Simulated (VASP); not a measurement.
A run of VASP 6.6.1 is set up as follows.

INCAR

```
SYSTEM = Ge
ALGO = Normal
EDIFF = 1E-7
ENCUT = 520
GGA = PS
ISIF = 2
ISMEAR = 0
LASPH = .True.
LCHARG = .False.
LREAL = .False.
LWAVE = .False.
NBANDS = 36
NELM = 100
PREC = Accurate
SIGMA = 0.1
```

The input KPOINTS:

```
k-points
0
Gamma
  6 6 2
  0 0 0
```

The input POSCAR:

```
Ge
1.0
    2.3976905152     -2.0143935885      0.0000000000
    2.3976905152      2.0143935885      0.0000000000
    0.0000000000      0.0000000000      7.6588177281
Ge
4
Direct
    0.7501178938      0.2498821062      0.1249713952
    0.7498821062      0.2501178938      0.6249713952
    0.2498821062      0.7501178938      0.8750286048
    0.2501178938      0.7498821062      0.3750286048
```

Potentials or basis: VASP PAW PBE potentials, release 64 (Ge_d).

The run is started by

```console
$ cat potpaw_PBE.64/Ge_d/POTCAR > POTCAR
$ mpirun -np 1 vasp_std > vasp.out
```

**Question.** Predict the pressure.

**Answer.** -0.1 GPa.

**Question.** Estimate the band gap on the k mesh.

**Answer.** Zero (band 28 reaches 10.27 eV, above the bottom of band 29 at 5.04 eV).

Forces on the atoms (eV/Å):
```
Ge   0.000  0.001  0.002
Ge   0.000 -0.001  0.002
Ge   0.000 -0.001 -0.002
Ge   0.000  0.001 -0.002
```

Caveat: the k points lie up to 0.41 Å⁻¹ apart; the PAW data sets were made with another functional, which shifts forces and pressure a little.
